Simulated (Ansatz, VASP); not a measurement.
# Two plane-wave programs on SrTe

```
Sr Te
1.0
     0.00000    3.26353    3.26353
     3.26353    0.00000    3.26353
     3.26353    3.26353    0.00000
Sr Te
1 1
Direct
  0.00000 0.00000 0.00000
  0.50000 0.50000 0.50000
```

Alike in both runs: functional LDA; k mesh 8 × 8 × 8; occupations gaussian, width 0.02 eV; no spin polarisation.

Ansatz relaxed the structure, and its values are those at the end. VASP's run is a single point on that final structure, the one shown.

|  | VASP | Ansatz |
| --- | --- | --- |
| version | VASP 6.6.1 | Ansatz 0.2.0 |
| potentials or method | VASP PAW LDA potentials, release 64 (Sr_sv, Te), cutoff 500 eV | scalar-relativistic, plane waves, PAW |
| valence electrons in the cell | 16 | 26 |

|  | VASP | Ansatz | Ansatz less VASP |
| --- | --- | --- | --- |
| gap on the k mesh at the Fermi level (eV) | 1.40 | 1.44 | +0.038 |
| least direct gap on the mesh (eV) | 2.19 | 2.22 | +0.030 |
| pressure (GPa) | 0.2 | 0.0 | -0.17 |

Ansatz warns that its potentials were made for another functional, while VASP's fit it. LDA's correlation is that of Perdew and Zunger in VASP and of Perdew and Wang (1992) in Ansatz. VASP's potentials hold 16 valence electrons a cell and Ansatz's 26, so a difference there can come from the potentials and not from the codes.

Spin-orbit coupling is off throughout.
